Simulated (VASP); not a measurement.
# CaSe (Fm-3m) in VASP: a series of runs, part 2 of 2

VASP 6.6.1.

### Step 4. Relaxation of cell and atoms, PBE, target pressure 20 GPa, at which the enthalpy is minimised

INCAR

```
SYSTEM = CaSe
PREC = Accurate
ENCUT = 600
EDIFF = 1E-6
ISMEAR = -1
SIGMA = 0.05
LREAL = .FALSE.
LASPH = .TRUE.
NELM = 100
ALGO = Normal
ISIF = 3
LWAVE = .FALSE.
LCHARG = .FALSE.
GGA = PE
IBRION = 2
NSW = 80
EDIFFG = -0.02
PSTRESS = 200.0
```

KPOINTS

```
regular mesh
0
G
  8 8 8
  0 0 0
```

POSCAR

```
CaSe
1.0
    0.0000000000      2.9560000000      2.9560000000
    2.9560000000      0.0000000000      2.9560000000
    2.9560000000      2.9560000000      0.0000000000
Se Ca
1 1
Direct
    0.5000000000      0.5000000000      0.5000000000
    0.0000000000      0.0000000000      0.0000000000
```

Potentials or basis: VASP PAW PBE potentials, release 64 (Se, Ca_sv).

Command:

```
$ cat potpaw_PBE.64/Se/POTCAR potpaw_PBE.64/Ca_sv/POTCAR > POTCAR
$ mpirun -np 1 vasp_std > vasp.out
```

OUTCAR:

```text
SYSTEM = CaSe
   PREC = Accurate
   ENCUT = 600
   EDIFF = 1E-6
   ISMEAR = -1
   LREAL = .FALSE.
   LASPH = .TRUE.
   NELM = 100
   ISIF = 3
   GGA = PE
   IBRION = 2
   NSW = 80
   EDIFFG = -0.02
   PSTRESS = 200.0

 ion  position               nearest neighbor table
   1  0.500  0.500  0.500-   2 2.96   2 2.96   2 2.96   2 2.96   2 2.96   2 2.96
   2  0.000  0.000  0.000-   1 2.96   1 2.96   1 2.96   1 2.96   1 2.96   1 2.96

  LATTYP: Found a face centered cubic cell.
 ALAT       =     5.9120000000

  Lattice vectors:

 A1 = (   0.0000000000,   2.9560000000,   2.9560000000)
 A2 = (   2.9560000000,   0.0000000000,   2.9560000000)
 A3 = (   2.9560000000,   2.9560000000,   0.0000000000)

Analysis of symmetry for initial positions (statically):
=====================================================================
 Subroutine PRICEL returns:
 Original cell was already a primitive cell.

 Routine SETGRP: Setting up the symmetry group for a
 face centered cubic supercell.

 Subroutine GETGRP returns: Found 48 space group operations
 (whereof 48 operations were pure point group operations)
 out of a pool of 48 trial point group operations.

The static configuration has the point symmetry O_h .

Analysis of symmetry for dynamics (positions and initial velocities):
=====================================================================
 Subroutine PRICEL returns:
 Original cell was already a primitive cell.

 Routine SETGRP: Setting up the symmetry group for a
 face centered cubic supercell.

 Subroutine GETGRP returns: Found 48 space group operations
 (whereof 48 operations were pure point group operations)
 out of a pool of 48 trial point group operations.

The dynamic configuration has the point symmetry O_h .

 Subroutine INISYM returns: Found 48 space group operations
 (whereof 48 operations are pure point group operations),
 and found     1 'primitive' translations

----------------------------------------------------------------------------------------

                                     Primitive cell

  volume of cell :      51.6587

  direct lattice vectors                    reciprocal lattice vectors
[... 97 lines left out ...]
   PSTRESS=  200.0 pullay stress
   NELECT =      16.0000    total number of electrons
   NUPDOWN=      -1.0000    fix difference up-down
   EMIN   =  10.00;   EMAX   =-10.00  energy-range for DOS
   EFERMI =   0.00;   METHOD = LEGACY
   ISMEAR =    -1;   SIGMA  =   0.05  broadening in eV -4-tet -1-fermi 0-gaus
   EFERMI_NEDOS =   21; number of points for ismear=-14 and -15
   IALGO  =     38    algorithm
   IMIX   =      4    mixing-type and parameters
     AMIX     =   0.40;   BMIX     =  1.00
     AMIX_MAG =   1.60;   BMIX_MAG =  1.00
  volume/ion in A,a.u.               =      25.83       174.30
  Fermi-wavevector in a.u.,A,eV,Ry     =   1.107645  2.093145 16.692666  1.226876
  Thomas-Fermi vector in A             =   2.244161
   LORBIT       =      0    0 simple, 1 ext, 2 COOP (PROOUT), +10 PAW based schemes
   GGA     = PE    functional components
   LHFCALC =     F    Hartree Fock is set to
   AEXX    =    0.0000 exact exchange contribution
   IVDW    =     0    specifies the selected vdW correction
   LEPSILON=     F    determine dielectric tensor
   LRPA    =     F    only Hartree local field effects (RPA)
 conjugate gradient relaxation of ions
 non-spin polarized calculation
  energy-cutoff  :      600.00
  volume of cell :       51.66
 maximum number of plane-waves:      1759
 NGX is ok and might be reduce to    36
   NGX = 17   NGY = 17   NGZ = 17

--------------------------------------- Ionic step        1  -------------------------------------------

 number of electron      16.0000001 magnetization

 Free energy of the ion-electron system (eV)
  ---------------------------------------------------
  ext. energy  EPLUGINS =         0.00000000
  ---------------------------------------------------
  free energy    TOTEN  =        -9.48018741 eV

  energy without entropy =       -9.48018741  energy(sigma->0) =       -9.48018741

 E-fermi :   3.4059     XC(G=0):  -9.1623

 val. band max:        2.4579347641   @ k =   0.0000   0.0000   0.0000
 cond. band min:       4.4778584727   @ k =   0.5000   0.5000   0.0000
 fundamental gap:      2.0199237086
 Fermi energy:         3.4058531368

 k-point     1 :       0.0000    0.0000    0.0000
  band No.  band energies     occupation
      1     -37.2858      2.00000
      2     -18.2804      2.00000
      3     -18.2804      2.00000
      4     -18.2804      2.00000
      5      -9.3468      2.00000
      6       2.4579      2.00000
      7       2.4579      2.00000
      8       2.4579      2.00000
      9       5.8086      0.00000
     10       6.1638      0.00000
     11       6.1638      0.00000
     12       6.1638      0.00000
[... 572 lines left out ...]
--------------------------------------- Ionic step        7  -------------------------------------------

 number of electron      16.0000001 magnetization

 Free energy of the ion-electron system (eV)
  ---------------------------------------------------
  ext. energy  EPLUGINS =         0.00000000
  ---------------------------------------------------
  free energy    TOTEN  =        -8.89300006 eV

  energy without entropy =       -8.89300002  energy(sigma->0) =       -8.89300004

 E-fermi :   4.8802     XC(G=0): -10.1498

 val. band max:        4.2334033049   @ k =   0.0000   0.0000   0.0000
 cond. band min:       5.5277478519   @ k =   0.5000   0.5000   0.0000
 fundamental gap:      1.2943445470
 Fermi energy:         4.8801812473

 k-point     1 :       0.0000    0.0000    0.0000
  band No.  band energies     occupation
      1     -34.9440      2.00000
      2     -15.9799      2.00000
      3     -15.9799      2.00000
      4     -15.9799      2.00000
      5      -8.4908      2.00000
      6       4.2334      2.00000
      7       4.2334      2.00000
      8       4.2334      2.00000
      9       7.7004      0.00000
     10       7.7004      0.00000
     11       7.7004      0.00000
     12       8.5222      0.00000
[... 378 lines left out ...]
  energy  without entropy=       -8.8930000244  energy(sigma->0) =       -8.89300004

  enthalpy is  TOTEN    =        -3.7358882824 eV   P V=        5.1571117818

 reached required accuracy - stopping structural energy minimisation
```

It took 58 s on 1 thread of Intel Xeon 6975P-C (Granite Rapids), shared host; peak memory 0.22 GiB.

Results:

```yaml
Free_energy: -8.8930 eV
Relaxed_volume: 20.66 Å³/atom
Relaxed_cell: a = 3.880 Å, b = 3.880 Å, c = 3.880 Å, α = 60.00°, β = 60.00°, γ = 60.00°
Space_group_after_relaxing_to_0.1_Å: Fm-3m (No. 225)
Energy_change_on_relaxing_the_run_minimises_the_enthalpy: +293.6 meV/atom
Ionic_steps: 7
Pressure_after_relaxing: 20.0 GPa
Band_gap_on_the_k_mesh: 1.29 eV (least direct gap 2.44 eV)
```

The path:
```
step  energy change (eV)  largest force (eV/Å)  pressure (GPa)  volume (Å³)
   1              0.0000                0.0000            1.36        51.66
   2              2.7676                0.0000           64.78        32.29
   3              0.5270                0.0000           18.58        41.81
   4              0.5758                0.0000           19.73        41.41
   5              0.5995                0.0000           20.28        41.22
   6              0.5750                0.0000           19.71        41.41
   7              0.5872                0.0000           20.00        41.31
```

Final structure:
```yaml
crystal:
  lattice:
    - [0.00000, 2.74380, 2.74380]
    - [2.74380, 0.00000, 2.74380]
    - [2.74380, 2.74380, 0.00000]
  atoms:
    - { symbol: Se, position: [0.50000, 0.50000, 0.50000] }
    - { symbol: Ca, position: [0.00000, 0.00000, 0.00000] }
```

Caveat: the cell is relaxed towards a set pressure, so the run minimises the enthalpy, not the energy; the volume moved by over 15 % at a fixed basis, so the end points are rough. A k mesh can miss the band edges.

### Step 5. Relaxation of cell and atoms, PBE, target pressure 30 GPa, at which the enthalpy is minimised

INCAR

```
SYSTEM = CaSe
PREC = Accurate ; ENCUT = 600
EDIFF = 1E-6 ; ISMEAR = -1
SIGMA = 0.05 ; LREAL = .False.
LASPH = .True. ; NELM = 60
ALGO = Normal ; ISIF = 3
LWAVE = .False. ; LCHARG = .False.
GGA = PE ; IBRION = 2
NSW = 80 ; EDIFFG = -0.02
PSTRESS = 300.0
```

KPOINTS

```
Automatic mesh
0
Gamma
  8 8 8
  0 0 0
```

POSCAR is that of step 4.

Command:

```
$ cat potpaw_PBE.64/Se/POTCAR potpaw_PBE.64/Ca_sv/POTCAR > POTCAR
$ mpirun -np 1 vasp_std > vasp.out
```

Run time: 50 s. Hardware: 1 thread of Intel Xeon 6975P-C (Granite Rapids), shared host; peak memory 0.22 GiB.

It converged, with:

| Quantity | Value |
| --- | --- |
| Free energy | -8.4410 eV |
| Relaxed volume | 19.19 Å³/atom |
| Relaxed cell | a = 3.786 Å, b = 3.786 Å, c = 3.786 Å, α = 60.00°, β = 60.00°, γ = 60.00° |
| Space group after relaxing (to 0.1 Å) | Fm-3m (No. 225) |
| Energy change on relaxing (the run minimises the enthalpy) | +519.6 meV/atom |
| Ionic steps | 5 |
| Pressure after relaxing | 30.0 GPa |
| Band gap on the k mesh | 0.97 eV (least direct gap 2.18 eV) |

Step by step:
| step | energy change (eV) | largest force (eV/Å) | pressure (GPa) | volume (Å³) |
| --- | --- | --- | --- | --- |
| 1 | 0.0000 | 0.0000 | 1.36 | 51.66 |
| 2 | 8.2877 | 0.0000 | 174.08 | 24.26 |
| 3 | 0.7710 | 0.0000 | 24.18 | 39.98 |
| 4 | 0.9566 | 0.0000 | 28.25 | 38.84 |
| 5 | 1.0392 | 0.0000 | 30.01 | 38.39 |

Final structure:
```
Se Ca
1.0
     0.00000    2.67741    2.67741
     2.67741    0.00000    2.67741
     2.67741    2.67741    0.00000
Se Ca
1 1
Cartesian
  2.6774 2.6774 2.6774
  0.0000 0.0000 0.0000
```

Levels at points of the mesh, in eV from the valence-band top:
```
           k point  band 4  band 5  band 6  band 7  band 8  band 9  band 10  band 11  band 12
(0.00, 0.00, 0.00)  -20.10  -13.09    0.00    0.00    0.00    3.31     3.31     3.31     4.23
(0.50, 0.00, 0.00)  -20.12  -11.54   -4.63   -2.03   -2.03    4.91     6.08     6.08     6.22
(0.50, 0.50, 0.00)  -20.21  -12.13   -3.30   -1.22   -1.22    0.97     5.38     6.43     6.90
```

Caveat: the cell is relaxed towards a set pressure, so the run minimises the enthalpy, not the energy; the volume moved by over 15 % at a fixed basis, so the end points are rough. A k mesh can miss the band edges.

### Step 6. Summary

| cell | gap on the mesh (eV) | pressure (GPa) |
| --- | --- | --- |
| relaxed to 5 GPa | 1.86 | 5.0 |
| relaxed to 10 GPa | 1.66 | 9.9 |
| relaxed to 20 GPa | 1.29 | 20.0 |
| relaxed to 30 GPa | 0.97 | 30.0 |

Alike in all rows: task relaxation of cell and atoms; level PBE; potentials or basis VASP PAW PBE potentials, release 64 (Se, Ca_sv); no spin polarisation; k mesh 8 × 8 × 8; cutoff (eV) 600; smearing fermi-dirac 0.05 eV.

Caveats: the cell is relaxed towards a set pressure, so the run minimises the enthalpy, not the energy; the volume moved by over 15 % at a fixed basis, so the end points are rough (at least some runs).

Total energies depend on the potentials used, so only differences within one code and one set of settings carry meaning.
